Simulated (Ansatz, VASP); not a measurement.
## Two plane-wave programs on ZnInGaO4

```xyz
7
Lattice="1.6803 0.9701 8.7134 -1.6803 0.9701 8.7134 0.0000 -1.9403 8.7134" Properties=species:S:1:pos:R:3 pbc="T T T"
Zn    0.0000    0.0000    5.7086
In    0.0000    0.0000   -0.1276
Ga    0.0000    0.0000   20.5732
O     0.0000    0.0000    7.7151
O     0.0000    0.0000   18.5951
O     0.0000    0.0000    3.1817
O     0.0000    0.0000   22.5747
```

Alike in both runs: task single point; functional PBE; k mesh 12 × 12 × 12; occupations gaussian, width 0.05 eV; no spin polarisation.

```csv
,VASP,Ansatz
version,VASP 6.6.1,Ansatz 0.2.0
potentials or method,"VASP PAW PBE potentials, release 64 (Zn, In_d, Ga_d, O), cutoff 520 eV","scalar-relativistic, plane waves, PAW"
valence electrons in the cell,62,62
```

Ansatz gave:

| Property | Result |
| --- | --- |
| gap on the k mesh at the Fermi level (eV) | 1.02 |
| least direct gap on the mesh (eV) | 1.07 |
| pressure (GPa) | 0.0 |
| traceless stress, the component that is largest in VASP (GPa) | -1.16 |
| rms of the force components (eV/Å) | 0.835 |

Estimate VASP's values.

gap on the k mesh at the Fermi level (eV): 1.00; least direct gap on the mesh (eV): 1.05; pressure (GPa): 0.7; traceless stress, the component that is largest in VASP (GPa): -1.17; rms of the force components (eV/Å): 0.845.

Atom by atom the forces differ by 0.011 eV/Å (rms over components). With one functional, cell and mesh, what is left measures potentials, basis and numerics.
